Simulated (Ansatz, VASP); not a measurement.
One calculation of MgO, two programs

```
Mg O
1.0
     0.00000    2.12692    2.12692
     2.12692    0.00000    2.12692
     2.12692    2.12692    0.00000
Mg O
1 1
Cartesian
  0.0000 0.0000 0.0000
  2.1269 2.1269 2.1269
```

Alike in both runs: task relaxation of cell and atoms; functional PBE; k mesh 10 × 10 × 10; no spin polarisation.

|  | VASP | Ansatz |
| --- | --- | --- |
| version | VASP 6.6.1 | Ansatz 0.2.0 |
| potentials or method | VASP PAW PBE potentials, release 64 (Mg, O), cutoff 600 eV | scalar-relativistic, plane waves, PAW |
| occupations | gaussian, width 0.01 eV | fixed |
| valence electrons in the cell | 8 | 16 |

```csv
,VASP,Ansatz,Ansatz less VASP
"gap on the k mesh at the Fermi level, each at its own relaxed structure (eV)",4.51,4.46,-0.046
relaxed volume (Å³/atom),9.56,9.62,+0.062
relaxed cell length with the largest relative difference (Å),3.001,3.008,+0.0065
```

VASP's potentials hold 8 valence electrons a cell and Ansatz's 16, so a difference there can come from the potentials and not from the codes.
